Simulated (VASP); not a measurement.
# Be (Pm-3n) in VASP: a series of runs

Be is run at these levels: PBEsol; tasks: single point, relaxation of cell and atoms.

All numbers are computed with VASP 6.6.1; they aren't measurements. Logs are shortened: lines on timing, memory, paths and dates and some standing lists are left out, and cuts for length are marked.

**1. The cell of the first run**

Symmetry: Pm-3n, No. 223, cubic system. The conventional cell has a = 3.996 Å, b = 3.996 Å, c = 3.996 Å, α = 90.00°, β = 90.00°, γ = 90.00°. Be (site symmetry m-3) has 12 Be at 2.23 Å within 3.0 Å. Be (site symmetry -4m2) has 14 Be at 2.00 to 2.45 Å within 2.6 Å.

**2. Single point, PBEsol**

Contents of INCAR:

```
ALGO     = Normal         # electronic algorithm
EDIFF    = 1E-7           # SCF threshold, eV
ENCUT    = 520            # plane-wave cutoff, eV
GGA      = PS             # functional
ISIF     = 2              # what is computed and relaxed
ISMEAR   = 0              # smearing method
LASPH    = True           # aspherical terms in the spheres
LCHARG   = False          # write CHGCAR
LREAL    = False          # projectors in reciprocal space
LWAVE    = False          # write WAVECAR
NBANDS   = 18             # bands
NELM     = 100            # most SCF steps
PREC     = Accurate       # precision mode
SIGMA    = 0.1            # smearing width, eV
```

Contents of KPOINTS:

```
k-points
0
Gamma
  10 10 10
```

Contents of POSCAR:

```
Be
1.0
    3.9958024452      0.0000000000      0.0000000000
    0.0000000000      3.9958024452      0.0000000000
    0.0000000000      0.0000000000      3.9958024452
Be
8
Direct
    0.5000000000      0.5000000000      0.5000000000
    0.0000000000      0.0000000000      0.0000000000
    0.2500000000      0.0000000000      0.5000000000
    0.5000000000      0.2500000000      0.0000000000
    0.5000000000      0.7500000000      0.0000000000
    0.7500000000      0.0000000000      0.5000000000
    0.0000000000      0.5000000000      0.7500000000
    0.0000000000      0.5000000000      0.2500000000
```

Potentials or basis: VASP PAW PBE potentials, release 64 (Be).

Command:

```
> cat potpaw_PBE.64/Be/POTCAR > POTCAR
> mpirun -np 1 vasp_std > vasp.out
```

OUTCAR:

```text
EDIFF = 1E-7
   ENCUT = 520
   GGA = PS
   ISIF = 2
   ISMEAR = 0
   LASPH = True
   LREAL = False
   NELM = 100
   PREC = Accurate

 ion  position               nearest neighbor table
   1  0.500  0.500  0.500-   3 2.23   4 2.23   5 2.23   6 2.23   7 2.23   8 2.23   4 2.23   5 2.23
                             3 2.23   6 2.23   7 2.23   8 2.23
   2  0.000  0.000  0.000-   3 2.23   4 2.23   5 2.23   6 2.23   7 2.23   8 2.23   3 2.23   6 2.23
                             7 2.23   8 2.23   4 2.23   5 2.23
   3  0.250  0.000  0.500-   6 2.00   6 2.00   1 2.23   2 2.23   1 2.23   2 2.23
   4  0.500  0.250  0.000-   5 2.00   5 2.00   1 2.23   1 2.23   2 2.23   2 2.23
   5  0.500  0.750  0.000-   4 2.00   4 2.00   1 2.23   1 2.23   2 2.23   2 2.23
   6  0.750  0.000  0.500-   3 2.00   3 2.00   1 2.23   2 2.23   1 2.23   2 2.23
   7  0.000  0.500  0.750-   8 2.00   8 2.00   1 2.23   2 2.23   2 2.23   1 2.23
   8  0.000  0.500  0.250-   7 2.00   7 2.00   1 2.23   2 2.23   2 2.23   1 2.23

  LATTYP: Found a simple cubic cell.
 ALAT       =     3.9958024452

  Lattice vectors:

 A1 = (   3.9958024452,   0.0000000000,   0.0000000000)
 A2 = (   0.0000000000,   3.9958024452,   0.0000000000)
 A3 = (   0.0000000000,   0.0000000000,   3.9958024452)

Analysis of symmetry for initial positions (statically):
=====================================================================
 Subroutine PRICEL returns:
 Original cell was already a primitive cell.

 Routine SETGRP: Setting up the symmetry group for a
 simple cubic supercell.

 Subroutine GETGRP returns: Found 48 space group operations
 (whereof 24 operations were pure point group operations)
 out of a pool of 48 trial point group operations.

The static configuration has the point symmetry T_h .
 The point group associated with its full space group is O_h .

Analysis of symmetry for dynamics (positions and initial velocities):
=====================================================================
 Subroutine PRICEL returns:
 Original cell was already a primitive cell.

 Routine SETGRP: Setting up the symmetry group for a
 simple cubic supercell.

 Subroutine GETGRP returns: Found 48 space group operations
 (whereof 24 operations were pure point group operations)
 out of a pool of 48 trial point group operations.

The dynamic configuration has the point symmetry T_h .
 The point group associated with its full space group is O_h .

 Subroutine INISYM returns: Found 48 space group operations
 (whereof 24 operations are pure point group operations),
 and found     1 'primitive' translations

----------------------------------------------------------------------------------------

                                     Primitive cell

  volume of cell :      63.7987

  direct lattice vectors                    reciprocal lattice vectors
     3.995802445  0.000000000  0.000000000     0.250262623  0.000000000  0.000000000
     0.000000000  3.995802445  0.000000000     0.000000000  0.250262623  0.000000000
     0.000000000  0.000000000  3.995802445     0.000000000  0.000000000  0.250262623

  length of vectors
     3.995802445  3.995802445  3.995802445     0.250262623  0.250262623  0.250262623

  position of ions in fractional coordinates (direct lattice)
     0.500000000  0.500000000  0.500000000
     0.000000000  0.000000000  0.000000000
     0.250000000  0.000000000  0.500000000
     0.500000000  0.250000000  0.000000000
     0.500000000  0.750000000  0.000000000
     0.750000000  0.000000000  0.500000000
     0.000000000  0.500000000  0.750000000
     0.000000000  0.500000000  0.250000000

  ion indices of the primitive-cell ions
   primitive index   ion index
                 1           1
                 2           2
                 3           3
                 4           4
                 5           5
                 6           6
                 7           7
                 8           8

----------------------------------------------------------------------------------------

 KPOINTS: k-points

Automatic generation of k-mesh.
 Grid dimensions read from file:
 generate k-points for:   10   10   10

 Generating k-lattice:

  Cartesian coordinates                     Fractional coordinates (reciprocal lattice)
     0.025026262  0.000000000  0.000000000     0.100000000  0.000000000  0.000000000
     0.000000000  0.025026262  0.000000000     0.000000000  0.100000000  0.000000000
     0.000000000  0.000000000  0.025026262     0.000000000  0.000000000  0.100000000

  Length of vectors
     0.025026262  0.025026262  0.025026262

  Shift w.r.t. Gamma in fractional coordinates (k-lattice)
     0.000000000  0.000000000  0.000000000

 Subroutine IBZKPT returns following result:
 ===========================================

 Found     56 irreducible k-points:

 Following reciprocal coordinates:
            Coordinates               Weight
  0.000000  0.000000  0.000000      1.000000
  0.100000  0.000000  0.000000      6.000000
  0.200000  0.000000  0.000000      6.000000
  0.300000  0.000000  0.000000      6.000000
  0.400000  0.000000  0.000000      6.000000
  0.500000  0.000000  0.000000      3.000000
[... 16 lines left out ...]
  0.200000  0.100000  0.100000     24.000000
  0.300000  0.100000  0.100000     24.000000
 [... further k-points ...]
   k-points           NKPTS =     56   k-points in BZ     NKDIM =     56   number of bands    NBANDS=     18
   number of dos      NEDOS =    301   number of ions     NIONS =      8
   total plane-waves  NPLWV =  27000
   dimension x,y,z NGX =    30 NGY =   30 NGZ =   30
   dimension x,y,z NGXF=    60 NGYF=   60 NGZF=   60
   ions per type =               8
   NGX,Y,Z   is equivalent  to a cutoff of  12.48, 12.48, 12.48 a.u.
   NGXF,Y,Z  is equivalent  to a cutoff of  24.96, 24.96, 24.96 a.u.
 SYSTEM =  unknown system
   PREC   = accura    normal or accurate (medium, high low for compatibility)
   ISTART =      0    job   : 0-new  1-cont  2-samecut
   ICHARG =      2    charge: 1-file 2-atom 10-const
   ISPIN  =      1    spin polarized calculation?
   LNONCOLLINEAR =      F non collinear calculations
   LSORBIT =      F    spin-orbit coupling
   LASPH  =      T    aspherical Exc in radial PAW
   ENCUT  =  520.0 eV  38.22 Ry    6.18 a.u.   7.43  7.43  7.43*2*pi/ulx,y,z
   NELM   =    100;   NELMIN=  2; NELMDL= -5     # of ELM steps
   EDIFF  = 0.1E-06   stopping-criterion for ELM
   LREAL  =      F    real-space projection
   EDIFFG = 0.1E-05   stopping-criterion for IOM
   NSW    =      0    number of steps for IOM
   IBRION =     -1    ionic relax: 0-MD 1-quasi-New 2-CG
   NFREE  =      0    steps in history (QN), initial steepest desc. (CG)
   ISIF   =      2    stress and relaxation
   ISYM   =      2    0-nonsym 1-usesym 2-fastsym
   POTIM  = 0.5000    time-step for ionic-motion
   TEBEG  =    0.0;   TEEND  =   0.0 temperature during run
   PSTRESS=    0.0 pullay stress
   NELECT =      16.0000    total number of electrons
   NUPDOWN=      -1.0000    fix difference up-down
   EMIN   =  10.00;   EMAX   =-10.00  energy-range for DOS
   EFERMI =   0.00;   METHOD = LEGACY
   ISMEAR =     0;   SIGMA  =   0.10  broadening in eV -4-tet -1-fermi 0-gaus
   EFERMI_NEDOS =   21; number of points for ismear=-14 and -15
   IALGO  =     38    algorithm
   IMIX   =      4    mixing-type and parameters
     AMIX     =   0.40;   BMIX     =  1.00
     AMIX_MAG =   1.60;   BMIX_MAG =  1.00
  volume/ion in A,a.u.               =       7.97        53.82
  Fermi-wavevector in a.u.,A,eV,Ry     =   1.032391  1.950936 14.501510  1.065831
  Thomas-Fermi vector in A             =   2.166586
   LORBIT       =      0    0 simple, 1 ext, 2 COOP (PROOUT), +10 PAW based schemes
   GGA     = PS    functional components
   LHFCALC =     F    Hartree Fock is set to
   AEXX    =    0.0000 exact exchange contribution
   IVDW    =     0    specifies the selected vdW correction
   LEPSILON=     F    determine dielectric tensor
   LRPA    =     F    only Hartree local field effects (RPA)
 non-spin polarized calculation
 Gauss-broadening in eV      SIGMA  =   0.10
  energy-cutoff  :      520.00
  volume of cell :       63.80
 maximum number of plane-waves:      1743
 NGX is ok and might be reduce to    30
   NGX = 15   NGY = 15   NGZ = 15

 number of electron      16.0000000 magnetization

 Free energy of the ion-electron system (eV)
  ---------------------------------------------------
  ext. energy  EPLUGINS =         0.00000000
  ---------------------------------------------------
  free energy    TOTEN  =       -31.14161585 eV

  energy without entropy =      -31.13494103  energy(sigma->0) =      -31.13827844

 E-fermi :   6.7636     XC(G=0): -10.5775

 val. band max:        6.7434333296   @ k =   0.4000   0.4000   0.0000
 cond. band min:       6.7776286179   @ k =   0.5000   0.3000   0.0000
 fundamental gap:      0.0341952882
 Fermi energy:         6.7635655960

 k-point     1 :       0.0000    0.0000    0.0000
  band No.  band energies     occupation
      1      -4.3472      2.00000
      2       1.7435      2.00000
      3       1.7435      2.00000
      4       1.7435      2.00000
      5       3.0979      2.00000
      6       3.0979      2.00000
[... 10 lines left out ...]
     17      13.4688      0.00000
     18      13.4688      0.00000

 k-point     2 :       0.1000    0.0000    0.0000
  band No.  band energies     occupation
      1      -4.2782      2.00000
      2       1.0479      2.00000
      3       1.8177      2.00000
      4       1.8177      2.00000
      5       3.1280      2.00000
      6       3.3353      2.00000
[... 10 lines left out ...]
     17      13.6638      0.00000
     18      13.8495      0.00000

 k-point     3 :       0.2000    0.0000    0.0000
  band No.  band energies     occupation
      1      -4.0710      2.00000
      2      -0.0008      2.00000
      3       2.0361      2.00000
      4       2.0361      2.00000
      5       3.2117      2.00000
      6       3.4194      2.00000
[... 10 lines left out ...]
     17      14.2730      0.00000
     18      14.6810      0.00000

 k-point     4 :       0.3000    0.0000    0.0000
  band No.  band energies     occupation
      1      -3.7260      2.00000
      2      -0.9925      2.00000
      3       2.3809      2.00000
      4       2.3809      2.00000
      5       3.3287      2.00000
      6       3.4853      2.00000
[... 10 lines left out ...]
     17      15.0326      0.00000
     18      15.0336      0.00000

 k-point     5 :       0.4000    0.0000    0.0000
  band No.  band energies     occupation
      1      -3.2435      2.00000
      2      -1.8723      2.00000
      3       2.7894      2.00000
      4       2.7894      2.00000
      5       3.4445      2.00000
      6       3.5284      2.00000
[... 10 lines left out ...]
     17      15.4823      0.00000
     18      15.4832      0.00000

 k-point     6 :       0.5000    0.0000    0.0000
  band No.  band energies     occupation
      1      -2.6247      2.00000
      2      -2.6247      2.00000
      3       3.0241      2.00000
      4       3.0241      2.00000
      5       3.5187      2.00000
      6       3.5187      2.00000
[... 307 lines left out ...]
 k-point    21 :       0.5000    0.5000    0.0000
  band No.  band energies     occupation
      1      -0.9124      2.00000
      2      -0.8840      2.00000
      3      -0.8649      2.00000
      4      -0.8649      2.00000
      5       3.8807      2.00000
      6       4.9586      2.00000
[... 10 lines left out ...]
     17      16.1266      0.00000
     18      16.2362      0.00000

 k-point    22 :       0.1000    0.1000    0.1000
  band No.  band energies     occupation
      1      -4.1399      2.00000
      2       1.1755      2.00000
      3       1.1755      2.00000
      4       1.2186      2.00000
      5       3.8012      2.00000
      6       3.8012      2.00000
[... 10 lines left out ...]
     17      14.7212      0.00000
     18      14.7212      0.00000

 k-point    23 :       0.2000    0.1000    0.1000
  band No.  band energies     occupation
      1      -3.9325      2.00000
      2       0.1402      2.00000
      3       1.3848      2.00000
      4       1.4162      2.00000
      5       3.8232      2.00000
      6       3.9620      2.00000
[... 10 lines left out ...]
     17      14.8607      0.00000
     18      15.3448      0.00000

 k-point    24 :       0.3000    0.1000    0.1000
  band No.  band energies     occupation
      1      -3.5869      2.00000
      2      -0.8513      2.00000
      3       1.7256      2.00000
      4       1.7609      2.00000
      5       3.7211      2.00000
      6       3.7455      2.00000
[... 10 lines left out ...]
     17      15.0061      0.00000
     18      15.1215      0.00000

 [... further k-points ...]
[... 5 lines left out ...]
  --------------------------------------------------------------------------------------
  -------------------------------------------------------------------------------------
  Total        0.1334803      0.1334803      0.1334803      0.0000000     -0.0000000      0.0000000
  in kB        3.3520898      3.3520898      3.3520898      0.0000000     -0.0000000      0.0000000
  external PRESSURE =       3.3520898 kB  Pullay stress =       0.0000000 kB

 VOLUME and BASIS-vectors are now :
 -----------------------------------------------------------------------------
  energy-cutoff  :      520.00
  volume of cell :       63.80
      direct lattice vectors                 reciprocal lattice vectors
     3.995802445  0.000000000  0.000000000     0.250262623  0.000000000  0.000000000
     0.000000000  3.995802445  0.000000000     0.000000000  0.250262623  0.000000000
     0.000000000  0.000000000  3.995802445     0.000000000  0.000000000  0.250262623

 POSITION                                       TOTAL-FORCE (eV/Angst)
 -----------------------------------------------------------------------------------
      1.99790      1.99790      1.99790         0.000000      0.000000      0.000000
      0.00000      0.00000      0.00000         0.000000      0.000000      0.000000
      0.99895      0.00000      1.99790        -0.000000     -0.000000     -0.000000
      1.99790      0.99895      0.00000        -0.000000      0.000000     -0.000000
      1.99790      2.99685      0.00000         0.000000     -0.000000      0.000000
      2.99685      0.00000      1.99790         0.000000      0.000000      0.000000
      0.00000      1.99790      2.99685         0.000000      0.000000     -0.000000
      0.00000      1.99790      0.99895        -0.000000     -0.000000      0.000000
 -----------------------------------------------------------------------------------
    total drift:                               -0.000000     -0.000000     -0.000000

  FREE ENERGIE OF THE ION-ELECTRON SYSTEM (eV)
  ---------------------------------------------------
  free  energy   TOTEN  =       -31.1416158492 eV

  energy  without entropy=      -31.1349410304  energy(sigma->0) =      -31.13827844
```

Run time: 75 s. Hardware: 1 thread of Intel Xeon Platinum 8375C at 2.90GHz (Ice Lake), shared host; peak memory 0.18 GiB.

What came out:

| Item | Value |
| --- | --- |
| Free energy | -31.1416 eV |
| Pressure | 0.3 GPa |
| Band gap on the k mesh | zero (band 8 reaches 8.74 eV, above the bottom of band 9 at 6.11 eV) |

Caveat: the PAW data sets were made with another functional, which shifts forces and pressure a little.

(Part 1 of 2 ends here.)
